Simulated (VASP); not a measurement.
CdTe: single point with PBEsol

Crystal: CdTe.

```
CELL_PARAMETERS angstrom
3.83130 0.00000 0.00000
0.00000 3.83130 0.00000
0.00000 0.00000 3.83130
ATOMIC_POSITIONS crystal
Cd 0.00000 0.00000 0.00000
Te 0.50000 0.50000 0.50000
```

```
Program                : VASP 6.6.1
Task                   : single point
Functional             : PBEsol
Potentials or basis    : VASP PAW PBE potentials, release 64 (Cd, Te)
Cutoff                 : 500 eV
k mesh                 : 4 × 4 × 4
Occupations            : gaussian, width 0.05 eV
Spin                   : no spin polarisation
Dipole correction      : no
Further INCAR settings : ALGO = Normal; EDIFF = 1e-06; NBANDS = 16
```

```yaml
Pressure: -3.6 GPa
Band_gap_on_the_k_mesh: zero (band 9 reaches 4.61 eV, above the bottom of band 10 at 3.20 eV)
```

Levels at points of the mesh, in eV from the Fermi level:
| k point | band 6 | band 7 | band 8 | band 9 | band 10 | band 11 | band 12 | band 13 |
| --- | --- | --- | --- | --- | --- | --- | --- | --- |
| (0.00, 0.00, 0.00) | -8.51 | -1.68 | -1.24 | -1.24 | -1.24 | 4.57 | 4.57 | 8.72 |
| (0.50, 0.00, 0.00) | -8.51 | -6.02 | 0.01 | 0.01 | 2.33 | 2.83 | 4.95 | 4.95 |
| (0.50, 0.50, 0.00) | -8.18 | -4.36 | -4.36 | -2.32 | 0.30 | 5.98 | 5.98 | 6.74 |
| (0.50, 0.50, 0.50) | -8.40 | -2.49 | -2.49 | -2.49 | -0.09 | 0.66 | 0.66 | 0.66 |

Run time: 7.6 s on 1 thread of AMD EPYC 9R45 (Zen 5) (shared host), peak memory 0.12 GiB.

Caveat: the k points lie up to 0.41 Å⁻¹ apart; the PAW data sets were made with another functional, which shifts forces and pressure a little; spin-orbit coupling is left out, which moves the levels of the heavy elements.
